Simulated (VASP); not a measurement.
The system is CsSnI3.

```
CELL_PARAMETERS angstrom
6.20570 0.00000 0.00000
0.00000 6.20570 0.00000
0.00000 0.00000 6.20570
ATOMIC_POSITIONS crystal
Cs 0.00000 0.00000 0.00000
I 0.50000 0.50000 0.00000
I 0.50000 0.00000 0.50000
I 0.00000 0.50000 0.50000
Sn 0.50000 0.50000 0.50000
```

Program: VASP 6.6.1. Alike in all runs: task single point; potentials or basis VASP PAW PBE potentials, release 64 (Cs_sv, I, Sn_d); no spin polarisation; cell as given.

**Question.** Order these runs on this cell by their band gap on the k mesh, lowest first.
A. level r2SCAN; k mesh 6 × 6 × 6; cutoff (eV) 520; smearing methfessel-paxton 0.05 eV
B. level r2SCAN; k mesh 7 × 7 × 7; cutoff (eV) 520; smearing methfessel-paxton 0.05 eV
C. level r2SCAN; k mesh 5 × 5 × 5; cutoff (eV) 520; smearing fermi-dirac 0.05 eV
D. level PBEsol+D3(BJ); k mesh 5 × 5 × 5; cutoff (eV) 500; smearing fermi-dirac 0.05 eV

**Answer.** A (0.42 eV), B (1.33 eV), D (1.72 eV), C (1.87 eV).

Caveats: spin-orbit coupling is left out, which moves the levels of the heavy elements; three body term missing (some runs).

A k mesh can miss the band edges, odd and even meshes differently.
